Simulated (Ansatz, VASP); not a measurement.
## Two plane-wave programs on PPt

```
Pt P
1.0
     3.58556    0.00000    0.00000
    -1.79278    3.10519    0.00000
     0.00000    0.00000    6.61722
Pt P
2 2
Direct
  0.66667 0.33333 0.98950
  0.33333 0.66667 0.48950
  0.66667 0.33333 0.63570
  0.33333 0.66667 0.13570
```

Alike in both runs: task single point; functional PBEsol; k mesh 10 × 10 × 6; no spin polarisation.

|  | VASP | Ansatz |
| --- | --- | --- |
| version | VASP 6.6.1 | Ansatz 0.2.0 |
| potentials or method | VASP PAW PBE potentials, release 64 (Pt, P), cutoff 520 eV | scalar-relativistic, plane waves, PAW |
| occupations | tetrahedron | tetrahedron-uncorrected |
| valence electrons in the cell | 30 | 46 |

Ansatz gave:

* gap on the k mesh at the Fermi level (eV): none
* pressure (GPa): 0.4
* traceless stress, the component that is largest in VASP (GPa): -0.34
* rms of the force components (eV/Å): 0.051

**Question.** Which values does VASP return?

**Answer.** gap on the k mesh at the Fermi level (eV): none; pressure (GPa): 0.5; traceless stress, the component that is largest in VASP (GPa): -0.41; rms of the force components (eV/Å): 0.057.

VASP's potentials were made for PBE, not for PBEsol. Atom by atom the forces differ by 0.006 eV/Å (rms over components). A gap of «none» marks a metal or a gap that the smearing closes. VASP's potentials hold 30 valence electrons a cell and Ansatz's 46, so a difference there can come from the potentials and not from the codes. Ansatz's warnings: band table not solved further.

Neither program's run includes spin-orbit coupling.
